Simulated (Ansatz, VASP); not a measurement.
W: VASP beside Ansatz

Contents of INCAR:

```
SYSTEM = W
PREC = Accurate
ENCUT = 520
EDIFF = 1E-6
ISMEAR = -1
SIGMA = 0.4
LREAL = .False.
LASPH = .True.
NELM = 100
ALGO = Fast
ISIF = 2
LWAVE = .False.
LCHARG = .False.
GGA = PE
NBANDS = 13
```

KPOINTS

```
Automatic mesh
0
Gamma
  24 24 24
  0 0 0
```

File POSCAR:

```
W
1.0
   -1.5973000000      1.5973000000      1.5973000000
    1.5973000000     -1.5973000000      1.5973000000
    1.5973000000      1.5973000000     -1.5973000000
W
1
Direct
    0.0000000000      0.0000000000      0.0000000000
```

Input for Ansatz:

```yaml
crystal:
  lattice:
    - [-1.5973, 1.5973, 1.5973]
    - [1.5973, -1.5973, 1.5973]
    - [1.5973, 1.5973, -1.5973]
  atoms:
    - { symbol: W, position: [0.0, 0.0, 0.0] }
basis:
  ecutwfc: 420
kpoints:
  mp_grid: { grid: [24, 24, 24] }
hamiltonian:
  xc: pbe
scf:
  occupations: { method: fermi_dirac, width: 0.4 }
output:
  forces: true
  stress: true
  eigenvalues: true
```

Alike in both runs: task single point; functional PBE; k mesh 24 × 24 × 24; occupations fermi-dirac, width 0.4 eV; no spin polarisation.

```csv
,VASP,Ansatz
version,VASP 6.6.1,Ansatz 0.2.0
potentials or method,"VASP PAW PBE potentials, release 64 (W_sv), cutoff 520 eV","scalar-relativistic, plane waves, PAW"
valence electrons in the cell,14,14
```

VASP gave:

- gap on the k mesh at the Fermi level (eV): none
- pressure (GPa): -1.3

Estimate Ansatz's values.

gap on the k mesh at the Fermi level (eV): none; pressure (GPa): -1.7.

A gap of «none» marks a metal or a gap that the smearing closes.

Spin-orbit coupling is off throughout.
